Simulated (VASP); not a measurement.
# BN (P6_3mc) in VASP: a series of runs

The runs below take BN through single point, relaxation of the atoms, with PBEsol.

Everything below comes from runs of VASP 6.6.1. Logs are shortened: lines on timing, memory, paths and dates and some standing lists are left out, and cuts for length are marked.

## 1. The cell of the first run

The structure is hexagonal, space group P6_3mc (No. 186). Conventional cell: a = 2.502 Å, b = 2.502 Å, c = 4.210 Å, α = 90.00°, β = 90.00°, γ = 120.00°. B (site symmetry 3m) has 4 N at 1.54 to 1.57 Å within 2.1 Å. Within 2.1 Å of N (site symmetry 3m) lie 4 B at 1.54 to 1.57 Å.

## 2. Single point, PBEsol (strained cell)

Input file INCAR:

```
SYSTEM = BN
PREC = Accurate
ENCUT = 520
EDIFF = 1E-6
ISMEAR = 0
SIGMA = 0.02
LREAL = .False.
LASPH = .True.
NELM = 100
ALGO = Normal
ISIF = 2
LWAVE = .False.
LCHARG = .True.
GGA = PS
LELF = .True.
LVHAR = .True.
NBANDS = 16
```

Input file KPOINTS:

```
Automatic mesh
0
Gamma
  9 9 6
  0 0 0
```

Input file POSCAR:

```
BN
1.0
    2.5024521521      0.0000000000      0.0000000000
   -1.2512260760      2.1671871355      0.0000000000
    0.0000000000      0.0000000000      4.2100964423
B N
2 2
Direct
    0.3333333333      0.6666666667      0.0000745354
    0.6666666667      0.3333333333      0.5000745354
    0.3333333333      0.6666666667      0.3739254646
    0.6666666667      0.3333333333      0.8739254646
```

Potentials or basis: VASP PAW PBE potentials, release 64 (B, N).

The run is started by

```bash
cat potpaw_PBE.64/B/POTCAR potpaw_PBE.64/N/POTCAR > POTCAR
mpirun -np 1 vasp_std > vasp.out
```

OUTCAR:

```text
SYSTEM = BN
   PREC = Accurate
   ENCUT = 520
   EDIFF = 1E-6
   ISMEAR = 0
   LREAL = .False.
   LASPH = .True.
   NELM = 100
   ISIF = 2
   GGA = PS

 ion  position               nearest neighbor table
   1  0.333  0.667  0.000-   4 1.54   4 1.54   4 1.54   3 1.57
   2  0.667  0.333  0.500-   3 1.54   3 1.54   3 1.54   4 1.57
   3  0.333  0.667  0.374-   2 1.54   2 1.54   2 1.54   1 1.57
   4  0.667  0.333  0.874-   1 1.54   1 1.54   1 1.54   2 1.57

  LATTYP: Found a hexagonal cell.
 ALAT       =     2.5024521521
 C/A-ratio  =     1.6823883880

  Lattice vectors:

 A1 = (   2.5024521521,   0.0000000000,   0.0000000000)
 A2 = (  -1.2512260760,   2.1671871355,   0.0000000000)
 A3 = (   0.0000000000,   0.0000000000,   4.2100964423)

Analysis of symmetry for initial positions (statically):
=====================================================================
 Subroutine PRICEL returns:
 Original cell was already a primitive cell.

 Routine SETGRP: Setting up the symmetry group for a
 hexagonal supercell.

 Subroutine GETGRP returns: Found 12 space group operations
 (whereof  6 operations were pure point group operations)
 out of a pool of 24 trial point group operations.

The static configuration has the point symmetry C_3v.
 The point group associated with its full space group is C_6v.

Analysis of symmetry for dynamics (positions and initial velocities):
=====================================================================
 Subroutine PRICEL returns:
 Original cell was already a primitive cell.

 Routine SETGRP: Setting up the symmetry group for a
 hexagonal supercell.

 Subroutine GETGRP returns: Found 12 space group operations
 (whereof  6 operations were pure point group operations)
 out of a pool of 24 trial point group operations.

The dynamic configuration has the point symmetry C_3v.
 The point group associated with its full space group is C_6v.

 Subroutine INISYM returns: Found 12 space group operations
 (whereof  6 operations are pure point group operations),
 and found     1 'primitive' translations

----------------------------------------------------------------------------------------

                                     Primitive cell

  volume of cell :      22.8325

  direct lattice vectors                    reciprocal lattice vectors
     2.502452152  0.000000000  0.000000000     0.399608040  0.230713810  0.000000000
    -1.251226076  2.167187135  0.000000000     0.000000000  0.461427619  0.000000000
     0.000000000  0.000000000  4.210096442     0.000000000  0.000000000  0.237524250

  length of vectors
     2.502452152  2.502452152  4.210096442     0.461427619  0.461427619  0.237524250

  position of ions in fractional coordinates (direct lattice)
     0.333333333  0.666666667  0.000074535
     0.666666667  0.333333333  0.500074535
     0.333333333  0.666666667  0.373925465
     0.666666667  0.333333333  0.873925465

  ion indices of the primitive-cell ions
   primitive index   ion index
                 1           1
                 2           2
                 3           3
                 4           4

----------------------------------------------------------------------------------------

 KPOINTS: Automatic mesh

Automatic generation of k-mesh.
 Grid dimensions read from file:
 generate k-points for:    9    9    6

 Generating k-lattice:

  Cartesian coordinates                     Fractional coordinates (reciprocal lattice)
     0.044400893  0.025634868  0.000000000     0.111111111  0.000000000  0.000000000
     0.000000000  0.051269735  0.000000000     0.000000000  0.111111111  0.000000000
     0.000000000  0.000000000  0.039587375     0.000000000  0.000000000  0.166666667

  Length of vectors
     0.051269735  0.051269735  0.039587375

  Shift w.r.t. Gamma in fractional coordinates (k-lattice)
     0.000000000  0.000000000  0.000000000

 Subroutine IBZKPT returns following result:
 ===========================================

 Found     48 irreducible k-points:

 Following reciprocal coordinates:
            Coordinates               Weight
  0.000000  0.000000  0.000000      1.000000
  0.111111  0.000000  0.000000      6.000000
  0.222222  0.000000  0.000000      6.000000
  0.333333  0.000000  0.000000      6.000000
  0.444444  0.000000  0.000000      6.000000
  0.111111  0.111111  0.000000      6.000000
[... 16 lines left out ...]
  0.333333  0.222222  0.166667     24.000000
  0.333333  0.333333  0.166667      4.000000
 [... further k-points ...]
   k-points           NKPTS =     48   k-points in BZ     NKDIM =     48   number of bands    NBANDS=     16
   number of dos      NEDOS =    301   number of ions     NIONS =      4
   total plane-waves  NPLWV =  12800
   dimension x,y,z NGX =    20 NGY =   20 NGZ =   32
   dimension x,y,z NGXF=    40 NGYF=   40 NGZF=   64
   ions per type =               2   2
   NGX,Y,Z   is equivalent  to a cutoff of  13.29, 13.29, 12.64 a.u.
   NGXF,Y,Z  is equivalent  to a cutoff of  26.57, 26.57, 25.27 a.u.
 SYSTEM =  BN
   PREC   = accura    normal or accurate (medium, high low for compatibility)
   ISTART =      0    job   : 0-new  1-cont  2-samecut
   ICHARG =      2    charge: 1-file 2-atom 10-const
   ISPIN  =      1    spin polarized calculation?
   LNONCOLLINEAR =      F non collinear calculations
   LSORBIT =      F    spin-orbit coupling
   LASPH  =      T    aspherical Exc in radial PAW
   ENCUT  =  520.0 eV  38.22 Ry    6.18 a.u.   4.65  4.65  7.83*2*pi/ulx,y,z
   NELM   =    100;   NELMIN=  2; NELMDL= -5     # of ELM steps
   EDIFF  = 0.1E-05   stopping-criterion for ELM
   LREAL  =      F    real-space projection
   EDIFFG = 0.1E-04   stopping-criterion for IOM
   NSW    =      0    number of steps for IOM
   IBRION =     -1    ionic relax: 0-MD 1-quasi-New 2-CG
   NFREE  =      0    steps in history (QN), initial steepest desc. (CG)
   ISIF   =      2    stress and relaxation
   ISYM   =      2    0-nonsym 1-usesym 2-fastsym
   POTIM  = 0.5000    time-step for ionic-motion
   TEBEG  =    0.0;   TEEND  =   0.0 temperature during run
   PSTRESS=    0.0 pullay stress
   NELECT =      16.0000    total number of electrons
   NUPDOWN=      -1.0000    fix difference up-down
   EMIN   =  10.00;   EMAX   =-10.00  energy-range for DOS
   EFERMI =   0.00;   METHOD = LEGACY
   ISMEAR =     0;   SIGMA  =   0.02  broadening in eV -4-tet -1-fermi 0-gaus
   EFERMI_NEDOS =   21; number of points for ismear=-14 and -15
   IALGO  =     38    algorithm
   IMIX   =      4    mixing-type and parameters
     AMIX     =   0.40;   BMIX     =  1.00
     AMIX_MAG =   1.60;   BMIX_MAG =  1.00
  volume/ion in A,a.u.               =       5.71        38.52
  Fermi-wavevector in a.u.,A,eV,Ry     =   1.454108  2.747866 28.768578  2.114431
  Thomas-Fermi vector in A             =   2.571297
   LORBIT       =      0    0 simple, 1 ext, 2 COOP (PROOUT), +10 PAW based schemes
   GGA     = PS    functional components
   LHFCALC =     F    Hartree Fock is set to
   AEXX    =    0.0000 exact exchange contribution
   IVDW    =     0    specifies the selected vdW correction
   LEPSILON=     F    determine dielectric tensor
   LRPA    =     F    only Hartree local field effects (RPA)
 non-spin polarized calculation
 Gauss-broadening in eV      SIGMA  =   0.02
  energy-cutoff  :      520.00
  volume of cell :       22.83
 maximum number of plane-waves:       628
 NGX is ok and might be reduce to    20
   NGX =  9   NGY =  9   NGZ = 15

 number of electron      15.9999997 magnetization

 Free energy of the ion-electron system (eV)
  ---------------------------------------------------
  ext. energy  EPLUGINS =         0.00000000
  ---------------------------------------------------
  free energy    TOTEN  =       -36.58367120 eV

  energy without entropy =      -36.58367120  energy(sigma->0) =      -36.58367120

 E-fermi :   8.1723     XC(G=0): -13.1761

 val. band max:        7.9902011357   @ k =   0.0000   0.0000   0.0000
 cond. band min:      12.7798150812   @ k =   0.3333   0.3333   0.0000
 fundamental gap:      4.7896139454
 Fermi energy:         8.1722584765

 k-point     1 :       0.0000    0.0000    0.0000
  band No.  band energies     occupation
      1     -12.8782      2.00000
      2      -8.6670      2.00000
      3      -3.4342      2.00000
      4       5.8988      2.00000
      5       5.8988      2.00000
      6       7.5831      2.00000
[... 8 lines left out ...]
     15      20.1019      0.00000
     16      24.2694      0.00000

 k-point     2 :       0.1111    0.0000    0.0000
  band No.  band energies     occupation
      1     -12.5976      2.00000
      2      -8.4462      2.00000
      3      -3.1559      2.00000
      4       4.6746      2.00000
      5       5.3899      2.00000
      6       6.9773      2.00000
[... 8 lines left out ...]
     15      20.9031      0.00000
     16      23.8376      0.00000

 k-point     3 :       0.2222    0.0000    0.0000
  band No.  band energies     occupation
      1     -11.7704      2.00000
      2      -7.8379      2.00000
      3      -2.3407      2.00000
      4       2.0573      2.00000
      5       4.3637      2.00000
      6       4.7087      2.00000
[... 8 lines left out ...]
     15      22.7873      0.00000
     16      23.4219      0.00000

 k-point     4 :       0.3333    0.0000    0.0000
  band No.  band energies     occupation
      1     -10.4619      2.00000
      2      -7.1048      2.00000
      3      -1.1099      2.00000
      4      -0.4802      2.00000
      5       2.2178      2.00000
      6       3.4505      2.00000
[... 8 lines left out ...]
     15      24.0627      0.00000
     16      24.7984      0.00000
[... 324 lines left out ...]
 k-point    22 :       0.2222    0.2222    0.1667
  band No.  band energies     occupation
      1      -9.5800      2.00000
      2      -7.0694      2.00000
      3      -0.7558      2.00000
      4       0.2843      2.00000
      5       0.9581      2.00000
      6       2.2989      2.00000
[... 8 lines left out ...]
     15      23.4710      0.00000
     16      24.6349      0.00000

 k-point    23 :       0.3333    0.2222    0.1667
  band No.  band energies     occupation
      1      -8.1817      2.00000
      2      -6.8835      2.00000
      3      -1.5006      2.00000
      4      -0.3400      2.00000
      5       0.7244      2.00000
      6       2.0290      2.00000
[... 8 lines left out ...]
     15      24.2497      0.00000
     16      24.8809      0.00000

 k-point    24 :       0.3333    0.3333    0.1667
  band No.  band energies     occupation
      1      -7.2105      2.00000
      2      -7.2105      2.00000
      3      -1.5230      2.00000
      4      -0.0773      2.00000
      5      -0.0773      2.00000
      6       1.7154      2.00000
[... 8 lines left out ...]
     15      24.4455      0.00000
     16      24.4455      0.00000

 [... further k-points ...]

------------------------ aborting loop because EDIFF is reached ----------------------------------------

  FORCE on cell =-STRESS in cart. coord.  units (eV):
  Direction    XX          YY          ZZ          XY          YZ          ZX
  --------------------------------------------------------------------------------------
  -------------------------------------------------------------------------------------
  Total        2.6201862      2.6201862      0.1132399      0.0000000      0.0000000     -0.0000000
  in kB      183.8605286    183.8605286      7.9461294      0.0000000      0.0000000     -0.0000000
  external PRESSURE =     125.2223955 kB  Pullay stress =       0.0000000 kB

 VOLUME and BASIS-vectors are now :
 -----------------------------------------------------------------------------
  energy-cutoff  :      520.00
  volume of cell :       22.83
      direct lattice vectors                 reciprocal lattice vectors
     2.502452152  0.000000000  0.000000000     0.399608040  0.230713810  0.000000000
    -1.251226076  2.167187135  0.000000000     0.000000000  0.461427619  0.000000000
     0.000000000  0.000000000  4.210096442     0.000000000  0.000000000  0.237524250

 POSITION                                       TOTAL-FORCE (eV/Angst)
 -----------------------------------------------------------------------------------
     -0.00000      1.44479      0.00031        -0.000000     -0.000000      0.010112
      1.25123      0.72240      2.10536         0.000000     -0.000000      0.010112
     -0.00000      1.44479      1.57426        -0.000000      0.000000     -0.010112
      1.25123      0.72240      3.67931         0.000000     -0.000000     -0.010112
 -----------------------------------------------------------------------------------
    total drift:                               -0.000000      0.000000     -0.000771

  FREE ENERGIE OF THE ION-ELECTRON SYSTEM (eV)
  ---------------------------------------------------
  free  energy   TOTEN  =       -36.5836711953 eV

  energy  without entropy=      -36.5836711953  energy(sigma->0) =      -36.58367120
```

It took 25 s on 1 thread of Intel Xeon 8259CL, shared host; peak memory 0.14 GiB.

What came out:

* Free energy: -36.5837 eV
* Pressure: 12.5 GPa
* Largest force: 0.010 eV/Å
* Band gap on the k mesh: 4.79 eV (least direct gap 8.18 eV)

Forces in eV/Å, atoms in the order of the input:
```
B    0.000  0.000  0.010
B    0.000  0.000  0.010
N    0.000  0.000 -0.010
N    0.000  0.000 -0.010
```

Stress tensor (GPa, compression positive):
```
18.39  0.00  0.00
 0.00 18.39  0.00
 0.00  0.00  0.79
```

Levels at points of the mesh, in eV from the valence-band top:
| k point | band 4 | band 5 | band 6 | band 7 | band 8 | band 9 | band 10 | band 11 | band 12 | band 13 |
| --- | --- | --- | --- | --- | --- | --- | --- | --- | --- | --- |
| (0.00, 0.00, 0.00) | -2.09 | -2.09 | -0.41 | 0.00 | 0.00 | 8.18 | 8.58 | 8.58 | 10.23 | 11.39 |
| (0.00, 0.00, 0.50) | -6.10 | -1.16 | -1.16 | -1.16 | -1.16 | 9.94 | 9.94 | 10.14 | 10.14 | 10.14 |

Caveat: the cell differs from its parent crystal (strained cell); the cell stands under pressure; the PAW data sets were made with another functional, which shifts forces and pressure a little; an odd mesh through Γ misses points on the zone boundary, where band edges can lie.

## 3. Single point, PBEsol

Input file INCAR:

```
SYSTEM = BN
PREC = Accurate ; ENCUT = 520
EDIFF = 1E-6 ; ISMEAR = 0
SIGMA = 0.01 ; LREAL = .FALSE.
LASPH = .TRUE. ; NELM = 80
ALGO = Normal ; ISIF = 2
LWAVE = .FALSE. ; LCHARG = .FALSE.
GGA = PS ; NBANDS = 16
```

Input file KPOINTS:

```
regular mesh
0
G
  9 9 6
  0 0 0
```

POSCAR is that of step 2.

Potentials or basis: VASP PAW PBE potentials, release 64 (B, N).

The run is started by

```bash
cat potpaw_PBE.64/B/POTCAR potpaw_PBE.64/N/POTCAR > POTCAR
mpirun -np 1 vasp_std > vasp.out
```

It took 24 s on 1 thread of Intel Xeon 8259CL, shared host; peak memory 0.14 GiB.

It converged, with:

```
Free energy            : -36.5837 eV
Pressure               : 12.5 GPa
Largest force          : 0.010 eV/Å
Band gap on the k mesh : 4.79 eV (least direct gap 8.18 eV)
```

Forces on the atoms (eV/Å):
```
B    0.000  0.000  0.010
B    0.000  0.000  0.010
N    0.000  0.000 -0.010
N    0.000  0.000 -0.010
```

Stress tensor (GPa, compression positive):
```
18.39  0.00  0.00
 0.00 18.39  0.00
 0.00  0.00  0.79
```

Levels at points of the mesh, in eV from the valence-band top:
```tsv
k point	band 5	band 6	band 7	band 8	band 9	band 10	band 11	band 12
(0.00, 0.00, 0.00)	-2.09	-0.41	0.00	0.00	8.18	8.58	8.58	10.23
(0.00, 0.00, 0.50)	-1.16	-1.16	-1.16	-1.16	9.94	9.94	10.14	10.14
```

Caveat: the cell stands under pressure; the PAW data sets were made with another functional, which shifts forces and pressure a little; an odd mesh through Γ misses points on the zone boundary, where band edges can lie.

## 4. Relaxation of the atoms, PBEsol (strained cell)

Input file INCAR:

```
SYSTEM = BN
PREC = Accurate
ENCUT = 520
EDIFF = 1E-7
ISMEAR = 0
SIGMA = 0.02
LREAL = .False.
LASPH = .True.
NELM = 80
ALGO = Normal
ISIF = 2
LWAVE = .False.
LCHARG = .False.
GGA = PS
IBRION = 2
NSW = 60
EDIFFG = -0.002
```

Input file KPOINTS:

```
regular mesh
0
Gamma
  9 9 6
  0 0 0
```

Input file POSCAR:

```
BN
1.0
    2.5024521521      0.0000000000      0.0000000000
   -1.2512260760      2.1671871355      0.0000000000
    0.0000000000      0.0000000000      4.1143985815
B N
2 2
Direct
    0.3333333333      0.6666666667      0.0000524515
    0.6666666667      0.3333333333      0.5000524515
    0.3333333333      0.6666666667      0.3739475485
    0.6666666667      0.3333333333      0.8739475485
```

The run is started by

```bash
cat potpaw_PBE.64/B/POTCAR potpaw_PBE.64/N/POTCAR > POTCAR
mpirun -np 1 vasp_std > vasp.out
```

It took 44 s on 1 thread of Intel Xeon 8259CL, shared host; peak memory 0.14 GiB.

The run converged. Its results:

| Quantity | Value |
| --- | --- |
| Free energy | -36.5376 eV |
| Energy gained by relaxing | 0.0 meV/atom |
| Ionic steps | 3 |
| Pressure after relaxing | 22.9 GPa |
| Band gap on the k mesh | 4.87 eV (least direct gap 8.42 eV) |

Stress tensor (GPa, compression positive):
```
20.50  0.00  0.00
 0.00 20.50  0.00
 0.00  0.00 27.73
```

Step by step:
```tsv
step	energy change (eV)	largest force (eV/Å)	pressure (GPa)
1	0.0000	0.0531	22.90
2	0.0002	0.0882	22.93
3	-0.0001	0.0000	22.91
```

Final structure:
```
B N
1.0
     2.50245    0.00000    0.00000
    -1.25123    2.16719    0.00000
     0.00000    0.00000    4.11440
B N
2 2
Direct
  0.33333 0.66667 0.99982
  0.66667 0.33333 0.49982
  0.33333 0.66667 0.37418
  0.66667 0.33333 0.87418
```

Levels at points of the mesh, in eV from the valence-band top:
```csv
k point,band 4,band 5,band 6,band 7,band 8,band 9,band 10,band 11,band 12
"(0.00, 0.00, 0.00)",-2.31,-2.31,-0.29,0.00,0.00,8.48,8.48,9.06,10.06
"(0.00, 0.00, 0.50)",-5.95,-1.29,-1.29,-1.29,-1.29,9.87,9.87,10.13,10.13
```

Caveat: the cell differs from its parent crystal (strained cell); the PAW data sets were made with another functional, which shifts forces and pressure a little; an odd mesh through Γ misses points on the zone boundary, where band edges can lie.

## 5. Overview

```tsv
task	cell	smearing	gap on the mesh (eV)	pressure (GPa)	largest force (eV/Å)
single point	a = 2.502, b = 2.502, c = 4.210 Å, angles 90.0, 90.0, 120.0°, 4 atoms	gaussian 0.02 eV	4.79	12.5	0.01
single point	a = 2.502, b = 2.502, c = 4.210 Å, angles 90.0, 90.0, 120.0°, 4 atoms	gaussian 0.01 eV	4.79	12.5	0.01
relaxation of the atoms	atoms relaxed from a = 2.502, b = 2.502, c = 4.114 Å, angles 90.0, 90.0, 120.0°, 4 atoms	gaussian 0.02 eV	4.87	22.9	-
```

Alike in all rows: level PBEsol; potentials or basis VASP PAW PBE potentials, release 64 (B, N); no spin polarisation; k mesh 9 × 9 × 6; cutoff (eV) 520.

Caveats: the PAW data sets were made with another functional, which shifts forces and pressure a little; an odd mesh through Γ misses points on the zone boundary, where band edges can lie; the cell stands under pressure (at least some runs).

Total energies depend on the potentials used, so only differences within one code and one set of settings carry meaning.
